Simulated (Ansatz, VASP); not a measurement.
## Ca2Zr2N in VASP and in Ansatz

INCAR

```
ALGO = Normal
EDIFF = 1E-7
ENCUT = 520
GGA = PE
ISIF = 2
ISMEAR = 0
ISPIN = 2
LASPH = True
LCHARG = False
LMAXMIX = 4
LORBIT = 11
LREAL = False
LWAVE = False
MAGMOM = 0 0 1 1 0
NBANDS = 36
NELM = 150
PREC = Accurate
SIGMA = 0.1
```

Contents of KPOINTS:

```
k-points
0
Gamma
  4 4 4
```

POSCAR

```
Ca2Zr2N
1.0
   -3.3253818448      3.3253818448      3.4893436154
    3.3253818448     -3.3253818448      3.4893436154
    3.3253818448      3.3253818448     -3.4893436154
Ca Zr N
2 2 1
Direct
    0.7500000000      0.2500000000      0.5000000000
    0.2500000000      0.7500000000      0.5000000000
    0.7257144487      0.7257144487      0.0000000000
    0.2742855513      0.2742855513      0.0000000000
    0.0000000000      0.0000000000      0.0000000000
```

Input for Ansatz:

```yaml
crystal:
  lattice:
    - [-3.3253818448, 3.3253818448, 3.4893436154]
    - [3.3253818448, -3.3253818448, 3.4893436154]
    - [3.3253818448, 3.3253818448, -3.4893436154]
  atoms:
    - { symbol: Ca, position: [0.75, 0.25, 0.5] }
    - { symbol: Ca, position: [0.25, 0.75, 0.5] }
    - { symbol: Zr, position: [0.7257144487, 0.7257144487, 0.0], spin: 1.0 }
    - { symbol: Zr, position: [0.2742855513, 0.2742855513, 0.0], spin: 1.0 }
    - { symbol: "N", position: [0.0, 0.0, 0.0] }
basis:
  ecutwfc: 420
kpoints:
  mp_grid: { grid: [4, 4, 4] }
hamiltonian:
  xc: pbe
scf:
  occupations: { method: gaussian, width: 0.1 }
  lower_state_search: "off"
output:
  forces: true
  stress: true
  eigenvalues: true
  populations: true
magnetization:
  spin_polarized: true
```

Alike in both runs: task single point; functional PBE; k mesh 4 × 4 × 4; occupations gaussian, width 0.1 eV; collinear spin.

|  | VASP | Ansatz |
| --- | --- | --- |
| version | VASP 6.6.1 | Ansatz 0.2.0 |
| potentials or method | VASP PAW PBE potentials, release 64 (Ca_sv, Zr_sv, N), cutoff 520 eV | scalar-relativistic, plane waves, PAW |
| valence electrons in the cell | 49 | 49 |

Ansatz gave:

```
gap on the k mesh at the Fermi level (eV)                     : none
pressure (GPa)                                                : 0.1
traceless stress, the component that is largest in VASP (GPa) : 0.38
rms of the force components (eV/Å)                            : 0.032
net moment per atom (μB)                                      : 0.38
size of the moment on the site where the two differ most (μB) : 0.19
```

Problem. What did VASP give for the same quantities?

Solution. gap on the k mesh at the Fermi level (eV): none; pressure (GPa): 0.2; traceless stress, the component that is largest in VASP (GPa): 0.54; rms of the force components (eV/Å): 0.010; net moment per atom (μB): 0.38; size of the moment on the site where the two differ most (μB): 0.46.

Site moments also hang on the region over which each program counts them. Atom by atom the forces differ by 0.022 eV/Å (rms over components). A gap of «none» marks a metal or a gap that the smearing closes. With one functional, cell and mesh, what is left measures potentials, basis and numerics.
